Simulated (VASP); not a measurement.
Set up this calculation in VASP 6.6.1, as the native input.

| Property | Result |
| --- | --- |
| Task | single point |
| Functional | PBE |
| Potentials or basis | VASP PAW PBE potentials, release 64 (Be, S) |
| Cutoff | 520 eV |
| k mesh | 8 × 8 × 8 |
| Occupations | gaussian, width 0.01 eV |
| Spin | no spin polarisation |
| Dipole correction | no |
| Further INCAR settings | ALGO = Normal; EDIFF = 1e-06; NBANDS = 11 |

The structure of BeS lies in POSCAR:

```
BeS
1.0
    0.0000000000      2.3375297994      2.3375297994
    2.3375297994      0.0000000000      2.3375297994
    2.3375297994      2.3375297994      0.0000000000
Be S
1 1
Direct
    0.0000000000      0.0000000000      0.0000000000
    0.5000000000      0.5000000000      0.5000000000
```

This cell differs from its parent crystal: volume changed by +3%.

These files were run (other wordings do the same):

INCAR

```
PREC = Accurate ; ENCUT = 520
EDIFF = 1E-6 ; ISMEAR = 0
SIGMA = 0.01 ; LREAL = False
LASPH = True ; NELM = 80
ALGO = Normal ; ISIF = 2
LWAVE = False ; LCHARG = False
GGA = PE ; NBANDS = 11
```

KPOINTS

```
regular mesh
0
Gamma
  8 8 8
```

Potentials or basis: VASP PAW PBE potentials, release 64 (Be, S).

Launch:

```console
$ cat potpaw_PBE.64/Be/POTCAR potpaw_PBE.64/S/POTCAR > POTCAR
$ mpirun -np 1 vasp_std > vasp.out
```

It gave:

| Item | Value |
| --- | --- |
| Pressure | -3.1 GPa |
| Band gap on the k mesh | 0.98 eV, indirect (least direct gap 4.03 eV) |

Wall time 4.3 s on 1 thread of Intel(R) Xeon(R) 6975P-C (Granite Rapids) (shared host), peak memory 0.15 GiB.
